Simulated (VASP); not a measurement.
The system is Sn.

```
Sn
1.0
    -2.02919    2.02919    1.66076
     2.02919   -2.02919    1.66076
     2.02919    2.02919   -1.66076
Sn
1
Cartesian
  0.0000 0.0000 0.0000
```

Base run:

| Quantity | Value |
| --- | --- |
| Program | VASP 6.6.1 |
| Functional | PBEsol |
| Potentials or basis | VASP PAW PBE potentials, release 64 (Sn_d) |
| Cutoff | 520 eV |
| k mesh | 7 × 7 × 7 |
| Occupations | fermi-dirac, width 0.05 eV |
| Spin | non-collinear spin, zero start, spin-orbit coupling |
| Starting moments | [[0.0, 0.0, 0.0]] μB |

Its results: pressure -1.3 GPa; net moment 0.00 μB per cell.

Problem. The run is repeated on the same cell with these changes: functional from PBEsol to PBE; further incar settings from ALGO = Normal; EDIFF = 1e-06; NBANDS = 25 to ALGO = Fast; EDIFF = 1e-06; NBANDS = 25. What comes out?

Solution. Pressure 1.6 GPa; net moment 0.00 μB per cell.

Caveats: the PAW data sets were made with another functional, which shifts forces and pressure a little (at least some runs).
